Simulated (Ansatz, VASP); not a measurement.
**Sr in VASP and in Ansatz**

INCAR

```
PREC = Accurate ; ENCUT = 520
EDIFF = 1E-8 ; ISMEAR = -1
SIGMA = 0.05 ; LREAL = F
LASPH = T ; NELM = 80
ALGO = Normal ; ISIF = 2
LWAVE = F ; LCHARG = F
GGA = PE ; LEFG = T
NBANDS = 11
```

File KPOINTS:

```
Automatic mesh
0
Gamma
  12 12 12
```

POSCAR

```
Sr
1.0
   -2.4005033757      2.4005033757      2.4005033757
    2.4005033757     -2.4005033757      2.4005033757
    2.4005033757      2.4005033757     -2.4005033757
Sr
1
Direct
    0.0000000000      0.0000000000      0.0000000000
```

Input for Ansatz:

```yaml
crystal:
  lattice:
    - [-2.4005033757, 2.4005033757, 2.4005033757]
    - [2.4005033757, -2.4005033757, 2.4005033757]
    - [2.4005033757, 2.4005033757, -2.4005033757]
  atoms:
    - { symbol: Sr, position: [0.0, 0.0, 0.0] }
kpoints:
  mp_grid: { grid: [12, 12, 12] }
scf:
  occupations: { method: fermi_dirac, width: 0.05 }
hamiltonian:
  xc: pbe
  pseudopotentials: { kind: paw }
output:
  forces: true
  stress: true
  eigenvalues: true
  efg: { contact_densities: true }
  write_density: true
  write_potential: true
  elf: true
  volumetric_format: npy
```

Change from the starting cell: volume scaled by 0.97, PAW files.

Alike in both runs: task electric field gradients; functional PBE; k mesh 12 × 12 × 12; occupations fermi-dirac, width 0.05 eV; no spin polarisation.

|  | VASP | Ansatz |
| --- | --- | --- |
| version | VASP 6.6.1 | Ansatz 0.2.0 |
| potentials or method | VASP PAW PBE potentials, release 64 (Sr_sv) | PAW with Ansatz's default frozen-core files, scalar-relativistic |
| plane-wave cutoff (eV) | 520 | 420 |
| valence electrons in the cell | 10 | 10 |

```tsv
	VASP	Ansatz	Ansatz less VASP
pressure (GPa)	-0.3	-0.3	0.00
```
